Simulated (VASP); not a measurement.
Set up this calculation in VASP 6.6.1, as the native input.

* Task: single point
* Functional: PBE
* Potentials or basis: VASP PAW PBE potentials, release 64 (Mg, Te)
* Cutoff: 520 eV
* k mesh: 4 × 4 × 2
* Occupations: gaussian, width 0.1 eV
* Spin: no spin polarisation
* Dipole correction: no
* Further INCAR settings: ALGO = Normal; EDIFF = 1e-06; NBANDS = 17

The structure of Mg3Te2 lies in POSCAR:

```
Mg3Te2
1.0
    4.0032313200      0.0000000000      0.0000000000
    0.0000000000      4.0032313200      0.0000000000
    0.0000000000      0.0000000000      8.0032707700
Mg Te
3 2
Direct
    0.5000000000      0.5000000000      0.2144914200
    0.5000000000      0.5000000000      0.7855085800
    0.5000000000      0.5000000000      0.5000000000
    0.5000000000      0.5000000000      0.0000000000
    0.0000000000      0.0000000000      0.0000000000
```

The cell was built from a structure type or drawn by symmetry, and may not be a known phase.

The input as run:

INCAR

```
SYSTEM = Mg3Te2
ALGO     = Normal         ! electronic algorithm
EDIFF    = 1E-6           ! SCF threshold, eV
ENCUT    = 520            ! plane-wave cutoff, eV
GGA      = PE             ! functional
ISIF     = 2              ! what is computed and relaxed
ISMEAR   = 0              ! smearing method
LASPH    = .True.         ! aspherical terms in the spheres
LCHARG   = .False.        ! write CHGCAR
LREAL    = .False.        ! projectors in reciprocal space
LWAVE    = .False.        ! write WAVECAR
NBANDS   = 17             ! bands
NELM     = 100            ! most SCF steps
PREC     = Accurate       ! precision mode
SIGMA    = 0.1            ! smearing width, eV
```

KPOINTS

```
k-points
0
Gamma
  4 4 2
  0 0 0
```

Potentials or basis: VASP PAW PBE potentials, release 64 (Mg, Te).

Run with:

```console
$ cat potpaw_PBE.64/Mg/POTCAR potpaw_PBE.64/Te/POTCAR > POTCAR
$ mpirun -np 1 vasp_std > vasp.out
```

It gave:

* Pressure: 65.8 GPa
* Largest force: 29.890 eV/Å
* Band gap on the k mesh: zero (bands 9 and 10 overlap by 1.35 eV)

Caveat: the k points lie up to 0.39 Å⁻¹ apart, too coarse for converged energies and pressures of a metal; atoms lie so close that the PAW spheres overlap strongly, which falsifies energies and pressures; spin-orbit coupling is left out, which moves the levels of the heavy elements; forces of over 1 eV/Å act on the atoms, so gaps and moduli don't describe the material at rest.

Run time: 23 s on 1 thread of Intel(R) Xeon(R) 6975P-C (Granite Rapids), on a shared host, peak memory 0.23 GiB.
